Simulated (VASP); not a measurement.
Set up this calculation in VASP 6.6.1, as the native input.

| Quantity | Value |
| --- | --- |
| Task | electric field gradients |
| Functional | PBEsol |
| Potentials or basis | VASP PAW PBE potentials, release 64 (In_d, Au) |
| Cutoff | 520 eV |
| k mesh | 10 × 10 × 10 |
| Occupations | fermi-dirac, width 0.05 eV |
| Spin | no spin polarisation |
| Dipole correction | no |
| Further INCAR settings | ALGO = Normal; EDIFF = 1e-08; NBANDS = 26 |

The structure of In2Au lies in POSCAR:

```
In2Au
1.0
    0.0000000000      3.2510000000      3.2510000000
    3.2510000000      0.0000000000      3.2510000000
    3.2510000000      3.2510000000      0.0000000000
In Au
2 1
Direct
    0.2500000000      0.2500000000      0.2500000000
    0.7500000000      0.7500000000      0.7500000000
    0.0000000000      0.0000000000      0.0000000000
```

The input as run:

INCAR

```
SYSTEM = In2Au
PREC = Accurate
ENCUT = 520
EDIFF = 1E-8
ISMEAR = -1
SIGMA = 0.05
LREAL = .FALSE.
LASPH = .TRUE.
NELM = 60
ALGO = Normal
ISIF = 2
LWAVE = .FALSE.
LCHARG = .FALSE.
GGA = PS
LEFG = .TRUE.
NBANDS = 26
```

KPOINTS

```
Automatic mesh
0
G
  10 10 10
  0 0 0
```

Potentials or basis: VASP PAW PBE potentials, release 64 (In_d, Au).

The run is started by

```bash
$ cat potpaw_PBE.64/In_d/POTCAR potpaw_PBE.64/Au/POTCAR > POTCAR
$ mpirun -np 1 vasp_std > vasp.out
```

Results of the run:

```
Pressure : 1.0 GPa
```

Caveat: without QUAD_EFG the Cq values of the log hold for a quadrupole moment of 1 mb, not for the nuclei; the PAW data sets were made with another functional, which shifts forces and pressure a little.

Run time: 53 s on 1 thread of Intel(R) Xeon(R) 6975P-C (Granite Rapids), on a shared host, peak memory 0.24 GiB.
